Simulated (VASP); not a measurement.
Input of a VASP 6.6.1 run:

File INCAR:

```
SYSTEM = GaAs
PREC = Accurate ; ENCUT = 500
EDIFF = 1E-6 ; ISMEAR = 1
SIGMA = 0.1 ; LREAL = .False.
LASPH = .True. ; NELM = 120
ALGO = Normal ; ISIF = 2
LWAVE = .False. ; LCHARG = .True.
GGA = LIBXC ; LIBXC1 = GGA_X_PBE
LIBXC2 = GGA_C_LYP ; LELF = .True.
LVHAR = .True. ; NBANDS = 16
GGA_COMPAT = .False.
```

KPOINTS

```
Automatic mesh
0
Gamma
  8 8 8
  0 0 0
```

File POSCAR:

```
GaAs
1.0
    0.0000000000      2.8078772807      2.8078772807
    2.8078772807      0.0000000000      2.8078772807
    2.8078772807      2.8078772807      0.0000000000
As Ga
1 1
Direct
    0.7500000000      0.7500000000      0.7500000000
    0.0000000000      0.0000000000      0.0000000000
```

Potentials or basis: VASP PAW PBE potentials, release 64 (As, Ga_d).

Run with:

```console
$ cat potpaw_PBE.64/As/POTCAR potpaw_PBE.64/Ga_d/POTCAR > POTCAR
$ mpirun -np 1 vasp_std > vasp.out
```

Q: Estimate the pressure.

A: 9.1 GPa.

Q: What does it give for the band gap on the k mesh?

A: 0.53 eV.

Caveat: the cell stands under pressure; the PAW data sets were made with another functional, which shifts forces and pressure a little.
